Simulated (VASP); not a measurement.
Input of a VASP 6.6.1 run:

The input INCAR:

```
PREC     = Accurate       # precision mode
ENCUT    = 500            # plane-wave cutoff, eV
EDIFF    = 1E-7           # SCF threshold, eV
ISMEAR   = 0              # smearing method
SIGMA    = 0.01           # smearing width, eV
LREAL    = False          # projectors in reciprocal space
LASPH    = True           # aspherical terms in the spheres
NELM     = 120            # most SCF steps
ALGO     = Normal         # electronic algorithm
ISIF     = 3              # what is computed and relaxed
LWAVE    = False          # write WAVECAR
LCHARG   = False          # write CHGCAR
GGA      = PE             # functional
IVDW     = 13             # dispersion correction
IBRION   = 2              # ionic algorithm
NSW      = 80             # ionic steps
EDIFFG   = -0.01          # ionic threshold
PSTRESS  = 200.0        
GGA_COMPAT= False        
NELMIN   = 4
```

KPOINTS

```
regular mesh
0
Gamma
  6 6 4
```

File POSCAR:

```
SnS2
1.0
    3.6390000000      0.0000000000      0.0000000000
   -1.8195000000      3.1514660000      0.0000000000
    0.0000000000      0.0000000000      5.8680000000
Sn S
1 2
Direct
    0.0000000000      0.0000000000      0.0000000000
    0.3333333333      0.6666666667      0.2500000000
    0.6666666667      0.3333333333      0.7500000000
```

Potentials or basis: VASP PAW PBE potentials, release 64 (Sn_d, S).

The run is started by

```bash
$ cat potpaw_PBE.64/Sn_d/POTCAR potpaw_PBE.64/S/POTCAR > POTCAR
$ mpirun -np 1 vasp_std > vasp.out
```

Question: Predict the relaxed volume.

Answer: 17.45 Å³/atom.

Question: Predict the space group after relaxing (to 0.05 Å).

Answer: P-3m1 (No. 164).

Question: Estimate the relaxed cell.

Answer: a = 3.500 Å, b = 3.500 Å, c = 4.933 Å, α = 90.00°, β = 90.00°, γ = 120.00°.

Question: What does it give for the dispersion energy per atom?

Answer: -0.461 eV.

Step by step:
| step | energy change (eV) | largest force (eV/Å) | pressure (GPa) | volume (Å³) |
| --- | --- | --- | --- | --- |
| 1 | 0.0000 | 0.2456 | 1.66 | 67.30 |
| 2 | 4.0931 | 7.1654 | 83.26 | 45.26 |
| 3 | 0.5020 | 1.9869 | 18.63 | 58.32 |
| 4 | 0.5606 | 2.1135 | 19.98 | 57.83 |
| 5 | 0.5575 | 1.2721 | 20.14 | 55.31 |
| 6 | 1.0246 | 0.3838 | 24.24 | 50.47 |
| 7 | 0.8182 | 0.0334 | 22.57 | 51.84 |
| 8 | 0.5454 | 0.3816 | 15.98 | 53.56 |
| 9 | 0.5690 | 0.3391 | 16.67 | 53.37 |
| 10 | 0.7257 | 0.1724 | 21.83 | 51.88 |
| 11 | 0.6797 | 0.0550 | 20.57 | 52.23 |
| 12 | 0.6510 | 0.0178 | 19.75 | 52.45 |
| 13 | 0.6570 | 0.0257 | 19.92 | 52.41 |
| 14 | 0.6565 | 0.0250 | 19.90 | 52.41 |
| 15 | 0.6613 | 0.0155 | 19.97 | 52.37 |
| 16 | 0.6655 | 0.0070 | 20.03 | 52.34 |

Caveat: the cell is relaxed towards a set pressure, so the enthalpy falls and the energy may rise; the volume moved by over 15 % at a fixed basis, so the end points are rough.
